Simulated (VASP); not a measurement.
# AlN in VASP: further runs, part 2 of 2

VASP 6.6.1. The steps go on from the part before.

## Step 3: Relaxation of the atoms, PBE+D3(BJ)

This run uses another cell than the first one.

Contents of INCAR:

```
SYSTEM = AlN
PREC     = Accurate       ! precision mode
ENCUT    = 520            ! plane-wave cutoff, eV
EDIFF    = 1E-6           ! SCF threshold, eV
ISMEAR   = 0              ! smearing method
SIGMA    = 0.05           ! smearing width, eV
LREAL    = Auto         
LASPH    = .True.         ! aspherical terms in the spheres
NELM     = 60             ! most SCF steps
ALGO     = Fast           ! electronic algorithm
ISIF     = 2              ! what is computed and relaxed
LWAVE    = .False.        ! write WAVECAR
LCHARG   = .False.        ! write CHGCAR
LDIPOL   = .True.       
IDIPOL   = 3            
DIPOL    = 0.5 0.5 0.500
GGA      = PE             ! functional
IVDW     = 12             ! dispersion correction
IBRION   = 2              ! ionic algorithm
NSW      = 90             ! ionic steps
EDIFFG   = -0.03          ! ionic threshold
```

Contents of KPOINTS:

```
regular mesh
0
Gamma
  3 3 1
  0 0 0
```

Contents of POSCAR:

```
AlN
1.0
    6.2188310357      0.0000000000      0.0000000000
   -3.1094155179      5.3856656588      0.0000000000
    0.0000000000      0.0000000000     24.0562460798
N Al
16 16
Selective dynamics
Direct
    0.1666666667      0.3333333333      0.3325539643  F F F
    0.1666666667      0.8333333333      0.3325539643  F F F
    0.6666666667      0.3333333333      0.3325539643  F F F
    0.6666666667      0.8333333333      0.3325539643  F F F
    0.3333333333      0.1666666667      0.4360361233  F F F
    0.3333333333      0.6666666667      0.4360361233  F F F
    0.8333333333      0.1666666667      0.4360361233  F F F
    0.8333333333      0.6666666667      0.4360361233  F F F
    0.1666666667      0.3333333333      0.5395182823  T T T
    0.1666666667      0.8333333333      0.5395182823  T T T
    0.6666666667      0.3333333333      0.5395182823  T T T
    0.6666666667      0.8333333333      0.5395182823  T T T
    0.3333333333      0.1666666667      0.6430004413  T T T
    0.3333333333      0.6666666667      0.6430004413  T T T
    0.8333333333      0.1666666667      0.6430004413  T T T
    0.8333333333      0.6666666667      0.6430004413  T T T
    0.3333333333      0.1666666667      0.3569995587  F F F
    0.3333333333      0.6666666667      0.3569995587  F F F
    0.8333333333      0.1666666667      0.3569995587  F F F
    0.8333333333      0.6666666667      0.3569995587  F F F
    0.1666666667      0.3333333333      0.4604817177  F F F
    0.1666666667      0.8333333333      0.4604817177  F F F
    0.6666666667      0.3333333333      0.4604817177  F F F
    0.6666666667      0.8333333333      0.4604817177  F F F
    0.3333333333      0.1666666667      0.5639638767  T T T
    0.3333333333      0.6666666667      0.5639638767  T T T
    0.8333333333      0.1666666667      0.5639638767  T T T
    0.8333333333      0.6666666667      0.5639638767  T T T
    0.1666666667      0.3333333333      0.6674460357  T T T
    0.1666666667      0.8333333333      0.6674460357  T T T
    0.6666666667      0.3333333333      0.6674460357  T T T
    0.6666666667      0.8333333333      0.6674460357  T T T
```

Potentials or basis: VASP PAW PBE potentials, release 64 (N, Al).

The run is started by

```bash
cat potpaw_PBE.64/N/POTCAR potpaw_PBE.64/Al/POTCAR > POTCAR
mpirun -np 1 vasp_std > vasp.out
```

OUTCAR:

```text
SYSTEM = AlN
   PREC = Accurate
   ENCUT = 520
   EDIFF = 1E-6
   ISMEAR = 0
   LREAL = Auto
   LASPH = .True.
   NELM = 60
   ISIF = 2
   GGA = PE
   IVDW = 12
   IBRION = 2
   NSW = 90
   EDIFFG = -0.03
 IVDW          = 12

 ion  position               nearest neighbor table
   1  0.167  0.333  0.333-  17 1.89  19 1.89  18 1.89
   2  0.167  0.833  0.333-  18 1.89  20 1.89  17 1.89
   3  0.667  0.333  0.333-  19 1.89  17 1.89  20 1.89
   4  0.667  0.833  0.333-  20 1.89  18 1.89  19 1.89
   5  0.333  0.167  0.436-  21 1.89  23 1.89  22 1.89  17 1.90
   6  0.333  0.667  0.436-  22 1.89  24 1.89  21 1.89  18 1.90
   7  0.833  0.167  0.436-  23 1.89  21 1.89  24 1.89  19 1.90
   8  0.833  0.667  0.436-  24 1.89  22 1.89  23 1.89  20 1.90
[... 628 lines left out ...]

 E-fermi :  -0.0299     XC(G=0):  -5.3232

 val. band max:       -0.0343528400   @ k =   0.3333   0.0000   0.0000
 cond. band min:      -0.0218233055   @ k =   0.3333   0.3333   0.0000
 fundamental gap:      0.0125295346
 Fermi energy:        -0.0298689643

 k-point     1 :       0.0000    0.0000    0.0000
  band No.  band energies     occupation
      1     -17.8830      2.00000
      2     -16.8353      2.00000
      3     -16.2062      2.00000
      4     -16.2062      2.00000
      5     -16.2062      2.00000
      6     -15.5956      2.00000
[... 226 lines left out ...]
     75       4.6260      0.00000
     76       4.6260      0.00000
 [bands above 76 left out]

------------------------ aborting loop because EDIFF is reached ----------------------------------------

 vacuum level on the upper side and lower side of the slab       (xc-potential included)        -1.899         1.647

 Edisp (eV)   -6.80330

 E8    (eV) :    -2.7350

  FORCE on cell =-STRESS in cart. coord.  units (eV):
  Direction    XX          YY          ZZ          XY          YZ          ZX
  --------------------------------------------------------------------------------------
  -------------------------------------------------------------------------------------
  Total       0.65077     0.65077    -3.38558    -0.00000     0.00000    -0.00000
  in kB       1.29408     1.29408    -6.73236    -0.00000     0.00000    -0.00000
  external pressure =       -1.38 kB  Pullay stress =        0.00 kB
[... 47 lines left out ...]
  FREE ENERGIE OF THE ION-ELECTRON SYSTEM (eV)
  ---------------------------------------------------
  free  energy   TOTEN  =      -229.5736703515 eV

  energy  without entropy=     -229.5166457860  energy(sigma->0) =     -229.54515807

 reached required accuracy - stopping structural energy minimisation

 vacuum level on the upper side and lower side of the slab         3.891         7.524
```

Run time: 23 min. Hardware: 1 thread of Oxide Virtual Turin-like, shared host; peak memory 0.91 GiB.

What came out:

```yaml
Free_energy: -229.5737 eV
Energy_gained_by_relaxing: 9.1 meV/atom
Ionic_steps: 6
Band_gap_on_the_k_mesh: zero (bands 64 and 65 overlap by 0.13 eV)
Dispersion_energy_per_atom: -0.213 eV
```

Step by step:
```csv
step,energy change (eV),largest force on free atoms (eV/Å),pressure (GPa)
1,0.0000,1.3190,-0.31
2,-0.2662,0.3942,-0.25
3,-0.2765,0.2508,-0.27
4,-0.2892,0.0880,-0.19
5,-0.2902,0.1143,-0.15
6,-0.2927,0.0290,-0.14
```

Final structure:
```xyz
32
Lattice="6.2188 0.0000 0.0000 -3.1094 5.3857 0.0000 0.0000 0.0000 24.0562" Properties=species:S:1:pos:R:3 pbc="T T T"
N     0.0000    1.7952    8.0000
N    -1.5547    4.4881    8.0000
N     3.1094    1.7952    8.0000
N     1.5547    4.4881    8.0000
N     1.5547    0.8976   10.4894
N     0.0000    3.5904   10.4894
N     4.6641    0.8976   10.4894
N     3.1094    3.5904   10.4894
N     0.0000    1.7952   13.0328
N    -1.5547    4.4881   13.0328
N     3.1094    1.7952   13.0328
N     1.5547    4.4881   13.0328
N     1.5547    0.8976   15.5088
N     0.0000    3.5904   15.5088
N     4.6641    0.8976   15.5088
N     3.1094    3.5904   15.5088
Al    1.5547    0.8976    8.5881
Al    0.0000    3.5904    8.5881
Al    4.6641    0.8976    8.5881
Al    3.1094    3.5904    8.5881
Al    0.0000    1.7952   11.0775
Al   -1.5547    4.4881   11.0775
Al    3.1094    1.7952   11.0775
Al    1.5547    4.4881   11.0775
Al    1.5547    0.8976   13.5233
Al    0.0000    3.5904   13.5233
Al    4.6641    0.8976   13.5233
Al    3.1094    3.5904   13.5233
Al    0.0000    1.7952   16.0279
Al   -1.5547    4.4881   16.0279
Al    3.1094    1.7952   16.0279
Al    1.5547    4.4881   16.0279
```

Caveat: the k points lie up to 0.39 Å⁻¹ apart.

The gap in the log of VASP goes by the Fermi energy; the results here count the filled bands.